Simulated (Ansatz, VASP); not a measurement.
**Two plane-wave programs on WSe2**

Contents of INCAR:

```
SYSTEM = WSe2
  ALGO = Normal
  EDIFF = 1E-6
  ENCUT = 520
  GGA = PS
  ISIF = 2
  ISMEAR = 0
  IVDW = 12
  LASPH = .TRUE.
  LCHARG = .FALSE.
  LREAL = .FALSE.
  LWAVE = .FALSE.
  NBANDS = 35
  NELM = 60
  PREC = Accurate
  SIGMA = 0.05
```

KPOINTS

```
k-points
0
G
  12 12 4
  0 0 0
```

Contents of POSCAR:

```
WSe2
1.0
    3.1783425435      0.0000000000      0.0000000000
   -1.5891712717      2.7525253846      0.0000000000
    0.0000000000      0.0000000000     12.8249444230
W Se
2 4
Direct
    0.3333333333      0.6666666667      0.2500000000
    0.6666666667      0.3333333333      0.7500000000
    0.3333333333      0.6666666667      0.6145805872
    0.6666666667      0.3333333333      0.1145805872
    0.3333333333      0.6666666667      0.8854194128
    0.6666666667      0.3333333333      0.3854194128
```

Input for Ansatz:

```yaml
crystal:
  lattice:
    - [3.1783425435, 0.0, 0.0]
    - [-1.5891712717, 2.7525253846, 0.0]
    - [0.0, 0.0, 12.824944423]
  atoms:
    - { symbol: W, position: [0.3333333333, 0.6666666667, 0.25] }
    - { symbol: W, position: [0.6666666667, 0.3333333333, 0.75] }
    - { symbol: Se, position: [0.3333333333, 0.6666666667, 0.6145805872] }
    - { symbol: Se, position: [0.6666666667, 0.3333333333, 0.1145805872] }
    - { symbol: Se, position: [0.3333333333, 0.6666666667, 0.8854194128] }
    - { symbol: Se, position: [0.6666666667, 0.3333333333, 0.3854194128] }
basis:
  ecutwfc: 420
kpoints:
  mp_grid: { grid: [12, 12, 4] }
hamiltonian:
  xc: pbesol
  dispersion: d3bj
scf:
  occupations: { method: gaussian, width: 0.05 }
output:
  forces: true
  stress: true
  eigenvalues: true
```

Alike in both runs: task single point; functional PBEsol; dispersion D3(BJ); k mesh 12 × 12 × 4; occupations gaussian, width 0.05 eV; no spin polarisation.

```csv
,VASP,Ansatz
version,VASP 6.6.1,Ansatz 0.2.0
potentials or method,"VASP PAW PBE potentials, release 64 (W_sv, Se), cutoff 520 eV","scalar-relativistic, plane waves, PAW"
valence electrons in the cell,52,92
```

```csv
,VASP,Ansatz,Ansatz less VASP
gap on the k mesh at the Fermi level (eV),0.77,0.77,-0.001
least direct gap on the mesh (eV),1.49,1.49,+0.002
pressure (GPa),-0.5,-1.0,-0.48
"traceless stress, the component that is largest in VASP (GPa)",-5.95,-6.07,-0.124
rms of the force components (eV/Å),0.224,0.253,+0.0288
```

VASP's potentials were made for PBE, not for PBEsol. Atom by atom the forces differ by 0.029 eV/Å (rms over components). VASP's potentials hold 52 valence electrons a cell and Ansatz's 92, so a difference there can come from the potentials and not from the codes.

Neither program's run includes spin-orbit coupling.
